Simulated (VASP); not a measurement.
# CsPbCl3 in VASP: a series of runs, part 2 of 3

VASP 6.6.1. The steps go on from the part before.

## 3. Single point, PBEsol (strain -0.025 along x and y, -0.025 along z)

Input file INCAR:

```
SYSTEM = CsPbCl3
PREC     = Accurate       ! precision mode
ENCUT    = 520            ! plane-wave cutoff, eV
EDIFF    = 1E-6           ! SCF threshold, eV
ISMEAR   = 0              ! smearing method
SIGMA    = 0.05           ! smearing width, eV
LREAL    = .False.        ! projectors in reciprocal space
LASPH    = .True.         ! aspherical terms in the spheres
NELM     = 80             ! most SCF steps
ALGO     = Normal         ! electronic algorithm
ISIF     = 2              ! what is computed and relaxed
LWAVE    = .False.        ! write WAVECAR
LCHARG   = .False.        ! write CHGCAR
GGA      = PS             ! functional
NBANDS   = 30             ! bands
```

Input file KPOINTS:

```
regular mesh
0
Gamma
  6 6 6
  0 0 0
```

Input file POSCAR:

```
CsPbCl3
1.0
    5.4648750000      0.0000000000      0.0000000000
    0.0000000000      5.4648750000      0.0000000000
    0.0000000000      0.0000000000      5.4648750000
Cs Pb Cl
1 1 3
Direct
    0.0000000000      0.0000000000      0.0000000000
    0.5000000000      0.5000000000      0.5000000000
    0.0000000000      0.5000000000      0.5000000000
    0.5000000000      0.0000000000      0.5000000000
    0.5000000000      0.5000000000      0.0000000000
```

Potentials or basis: VASP PAW PBE potentials, release 64 (Cs_sv, Pb_d, Cl).

On the command line:

```
cat potpaw_PBE.64/Cs_sv/POTCAR potpaw_PBE.64/Pb_d/POTCAR potpaw_PBE.64/Cl/POTCAR > POTCAR
mpirun -np 1 vasp_std > vasp.out
```

Wall time 73 s (1 thread of Oxide Virtual Turin-like, shared host); peak memory 0.27 GiB.

Results (log left out):

```yaml
Free_energy: -18.2765 eV
Pressure: 2.5 GPa
Band_gap_on_the_k_mesh: 1.43 eV
```

Levels at points of the mesh, in eV from the valence-band top:
```
           k point  band 20  band 21  band 22  band 23  band 24  band 25
(0.00, 0.00, 0.00)    -3.15    -3.15    -3.15     2.76     3.57     3.57
(0.50, 0.00, 0.00)    -3.30    -3.30    -2.00     2.75     4.16     4.63
(0.50, 0.50, 0.00)    -3.32    -2.81    -0.97     2.13     2.13     4.63
(0.50, 0.50, 0.50)    -2.80    -2.80     0.00     1.43     1.43     1.43
```

Caveat: the cell differs from its parent crystal (strain -0.025 along x and y, -0.025 along z); the PAW data sets were made with another functional, which shifts forces and pressure a little; spin-orbit coupling is left out, which moves the levels of the heavy elements.

## 4. Single point, PBEsol (strain +0.025 along x and y, +0.025 along z)

Input file INCAR:

```
SYSTEM = CsPbCl3
PREC = Accurate
ENCUT = 520
EDIFF = 1E-6
ISMEAR = 0
SIGMA = 0.05
LREAL = .False.
LASPH = .True.
NELM = 60
ALGO = Normal
ISIF = 2
LWAVE = .False.
LCHARG = .True.
GGA = PS
LELF = .True.
LVHAR = .True.
NBANDS = 30
```

KPOINTS is that of step 3.

Changes to POSCAR since step 3:

```diff
@@ -2,5 +2,5 @@
 1.0
-    5.4648750000      0.0000000000      0.0000000000
-    0.0000000000      5.4648750000      0.0000000000
-    0.0000000000      0.0000000000      5.4648750000
+    5.7451250000      0.0000000000      0.0000000000
+    0.0000000000      5.7451250000      0.0000000000
+    0.0000000000      0.0000000000      5.7451250000
 Cs Pb Cl
```

Potentials or basis: VASP PAW PBE potentials, release 64 (Cs_sv, Pb_d, Cl).

On the command line:

```
cat potpaw_PBE.64/Cs_sv/POTCAR potpaw_PBE.64/Pb_d/POTCAR potpaw_PBE.64/Cl/POTCAR > POTCAR
mpirun -np 1 vasp_std > vasp.out
```

OUTCAR:

```text
SYSTEM = CsPbCl3
   PREC = Accurate
   ENCUT = 520
   EDIFF = 1E-6
   ISMEAR = 0
   LREAL = .False.
   LASPH = .True.
   NELM = 60
   ISIF = 2
   GGA = PS

 ion  position               nearest neighbor table
   1  0.000  0.000  0.000-
   2  0.500  0.500  0.500-   3 2.87   4 2.87   5 2.87   5 2.87   4 2.87   3 2.87
   3  0.000  0.500  0.500-   2 2.87   2 2.87
   4  0.500  0.000  0.500-   2 2.87   2 2.87
   5  0.500  0.500  0.000-   2 2.87   2 2.87

  LATTYP: Found a simple cubic cell.
 ALAT       =     5.7451250000

  Lattice vectors:

 A1 = (   5.7451250000,   0.0000000000,   0.0000000000)
 A2 = (   0.0000000000,   5.7451250000,   0.0000000000)
 A3 = (   0.0000000000,   0.0000000000,   5.7451250000)

Analysis of symmetry for initial positions (statically):
=====================================================================
 Subroutine PRICEL returns:
 Original cell was already a primitive cell.

 Routine SETGRP: Setting up the symmetry group for a
 simple cubic supercell.

 Subroutine GETGRP returns: Found 48 space group operations
 (whereof 48 operations were pure point group operations)
 out of a pool of 48 trial point group operations.

The static configuration has the point symmetry O_h .

Analysis of symmetry for dynamics (positions and initial velocities):
=====================================================================
 Subroutine PRICEL returns:
 Original cell was already a primitive cell.

 Routine SETGRP: Setting up the symmetry group for a
 simple cubic supercell.

 Subroutine GETGRP returns: Found 48 space group operations
 (whereof 48 operations were pure point group operations)
 out of a pool of 48 trial point group operations.

The dynamic configuration has the point symmetry O_h .

 Subroutine INISYM returns: Found 48 space group operations
[... 115 lines left out ...]
   IALGO  =     38    algorithm
   IMIX   =      4    mixing-type and parameters
     AMIX     =   0.40;   BMIX     =  1.00
     AMIX_MAG =   1.60;   BMIX_MAG =  1.00
  volume/ion in A,a.u.               =      37.93       255.93
  Fermi-wavevector in a.u.,A,eV,Ry     =   1.005988  1.901042 13.769264  1.012012
  Thomas-Fermi vector in A             =   2.138702
   LORBIT       =      0    0 simple, 1 ext, 2 COOP (PROOUT), +10 PAW based schemes
   GGA     = PS    functional components
   LHFCALC =     F    Hartree Fock is set to
   AEXX    =    0.0000 exact exchange contribution
   IVDW    =     0    specifies the selected vdW correction
   LEPSILON=     F    determine dielectric tensor
   LRPA    =     F    only Hartree local field effects (RPA)
 non-spin polarized calculation
 Gauss-broadening in eV      SIGMA  =   0.05
  energy-cutoff  :      520.00
  volume of cell :      189.63
 maximum number of plane-waves:      5137
 NGX is ok and might be reduce to    48
   NGX = 21   NGY = 21   NGZ = 21

 number of electron      44.0000013 magnetization

 Free energy of the ion-electron system (eV)
  ---------------------------------------------------
  ext. energy  EPLUGINS =         0.00000000
  ---------------------------------------------------
  free energy    TOTEN  =       -18.32514104 eV

  energy without entropy =      -18.32514104  energy(sigma->0) =      -18.32514104

 E-fermi :   1.0961     XC(G=0):  -7.6800

 val. band max:        0.8116127907   @ k =   0.5000   0.5000   0.5000
 cond. band min:       2.9166832508   @ k =   0.5000   0.5000   0.5000
 fundamental gap:      2.1050704601
 Fermi energy:         1.0961186102

 k-point     1 :       0.0000    0.0000    0.0000
  band No.  band energies     occupation
      1     -20.1747      2.00000
      2     -15.6271      2.00000
      3     -15.6271      2.00000
      4     -15.4671      2.00000
      5     -15.4671      2.00000
      6     -15.4671      2.00000
[... 649 lines left out ...]
     29       6.6943      0.00000
     30       7.8895      0.00000

------------------------ aborting loop because EDIFF is reached ----------------------------------------

  FORCE on cell =-STRESS in cart. coord.  units (eV):
  Direction    XX          YY          ZZ          XY          YZ          ZX
  --------------------------------------------------------------------------------------
  -------------------------------------------------------------------------------------
  Total       -1.7306311     -1.7306311     -1.7306311      0.0000000     -0.0000000      0.0000000
  in kB      -14.6223316    -14.6223316    -14.6223316      0.0000000     -0.0000000      0.0000000
  external PRESSURE =     -14.6223316 kB  Pullay stress =       0.0000000 kB

 VOLUME and BASIS-vectors are now :
 -----------------------------------------------------------------------------
  energy-cutoff  :      520.00
  volume of cell :      189.63
      direct lattice vectors                 reciprocal lattice vectors
     5.745125000  0.000000000  0.000000000     0.174060617  0.000000000  0.000000000
     0.000000000  5.745125000  0.000000000     0.000000000  0.174060617  0.000000000
     0.000000000  0.000000000  5.745125000     0.000000000  0.000000000  0.174060617

 POSITION                                       TOTAL-FORCE (eV/Angst)
 -----------------------------------------------------------------------------------
      0.00000      0.00000      0.00000         0.000000      0.000000      0.000000
      2.87256      2.87256      2.87256         0.000000      0.000000      0.000000
      0.00000      2.87256      2.87256         0.000000      0.000000      0.000000
      2.87256      0.00000      2.87256         0.000000      0.000000      0.000000
      2.87256      2.87256      0.00000         0.000000      0.000000      0.000000
 -----------------------------------------------------------------------------------
    total drift:                                0.000000     -0.000000     -0.000000

  FREE ENERGIE OF THE ION-ELECTRON SYSTEM (eV)
  ---------------------------------------------------
  free  energy   TOTEN  =       -18.3251410353 eV

  energy  without entropy=      -18.3251410353  energy(sigma->0) =      -18.32514104
```

OSZICAR:

```text
N       E                     dE             d eps       ncg     rms          rms(c)
DAV:   1     0.399849905198E+03    0.39985E+03   -0.19041E+04  1200   0.132E+03
DAV:   2     0.331391085210E+02   -0.36671E+03   -0.34810E+03  1418   0.308E+02
DAV:   3    -0.173675116738E+02   -0.50507E+02   -0.50051E+02  1538   0.121E+02
DAV:   4    -0.190833428058E+02   -0.17158E+01   -0.17096E+01  1512   0.288E+01
DAV:   5    -0.191508416802E+02   -0.67499E-01   -0.67466E-01  1544   0.525E+00    0.476E+00
DAV:   6    -0.183585097672E+02    0.79233E+00   -0.13762E+00  1676   0.130E+01    0.300E+00
DAV:   7    -0.183156231999E+02    0.42887E-01   -0.52117E-01  1758   0.398E+00    0.158E+00
DAV:   8    -0.183254073523E+02   -0.97842E-02   -0.68022E-02  1566   0.192E+00    0.246E-01
DAV:   9    -0.183245066938E+02    0.90066E-03   -0.14207E-02  1860   0.860E-01    0.132E-01
DAV:  10    -0.183250346853E+02   -0.52799E-03   -0.15618E-03  1506   0.246E-01    0.474E-02
DAV:  11    -0.183251359342E+02   -0.10125E-03   -0.19421E-04  1558   0.921E-02    0.850E-03
DAV:  12    -0.183251408738E+02   -0.49397E-05   -0.27943E-05  1606   0.471E-02    0.353E-03
DAV:  13    -0.183251410353E+02   -0.16149E-06   -0.21242E-06  1370   0.820E-03
   1 F= -.18325141E+02 E0= -.18325141E+02  d E =-.113398E-17
```

Run time: 99 s. Hardware: 1 thread of Oxide Virtual Turin-like, shared host; peak memory 0.35 GiB.

What came out:

```
Free energy            : -18.3251 eV
Pressure               : -1.5 GPa
Band gap on the k mesh : 2.11 eV
```

Caveat: the cell differs from its parent crystal (strain +0.025 along x and y, +0.025 along z); the PAW data sets were made with another functional, which shifts forces and pressure a little; spin-orbit coupling is left out, which moves the levels of the heavy elements.

## 5. Single point, PBEsol (strain +0.050 along x and y, +0.050 along z)

Input file INCAR:

```
PREC = Accurate ; ENCUT = 520
EDIFF = 1E-7 ; ISMEAR = 0
SIGMA = 0.05 ; LREAL = False
LASPH = True ; NELM = 80
ALGO = Normal ; ISIF = 2
LWAVE = False ; LCHARG = False
GGA = PS ; NBANDS = 30
```

Input file KPOINTS:

```
regular mesh
0
Gamma
  6 6 6
```

Changes to POSCAR since step 4:

```diff
@@ -2,5 +2,5 @@
 1.0
-    5.7451250000      0.0000000000      0.0000000000
-    0.0000000000      5.7451250000      0.0000000000
-    0.0000000000      0.0000000000      5.7451250000
+    5.8852500000      0.0000000000      0.0000000000
+    0.0000000000      5.8852500000      0.0000000000
+    0.0000000000      0.0000000000      5.8852500000
 Cs Pb Cl
```

On the command line:

```
cat potpaw_PBE.64/Cs_sv/POTCAR potpaw_PBE.64/Pb_d/POTCAR potpaw_PBE.64/Cl/POTCAR > POTCAR
mpirun -np 1 vasp_std > vasp.out
```

It took 2.1 min on 1 thread of Oxide Virtual Turin-like, shared host; peak memory 0.35 GiB.

Results (log left out):

```yaml
Free_energy: -18.1482 eV
Pressure: -2.5 GPa
Band_gap_on_the_k_mesh: 2.33 eV
```

Levels at points of the mesh, in eV from the valence-band top:
| k point | band 20 | band 21 | band 22 | band 23 | band 24 | band 25 |
| --- | --- | --- | --- | --- | --- | --- |
| (0.00, 0.00, 0.00) | -1.54 | -1.54 | -1.54 | 3.90 | 5.16 | 5.16 |
| (0.50, 0.00, 0.00) | -1.60 | -1.60 | -1.17 | 3.13 | 5.21 | 5.30 |
| (0.50, 0.50, 0.00) | -1.74 | -1.27 | -0.57 | 2.77 | 2.77 | 4.99 |
| (0.50, 0.50, 0.50) | -1.27 | -1.27 | 0.00 | 2.33 | 2.33 | 2.33 |

Caveat: the cell differs from its parent crystal (strain +0.050 along x and y, +0.050 along z); the PAW data sets were made with another functional, which shifts forces and pressure a little; spin-orbit coupling is left out, which moves the levels of the heavy elements.

(Part 2 of 3 ends here.)
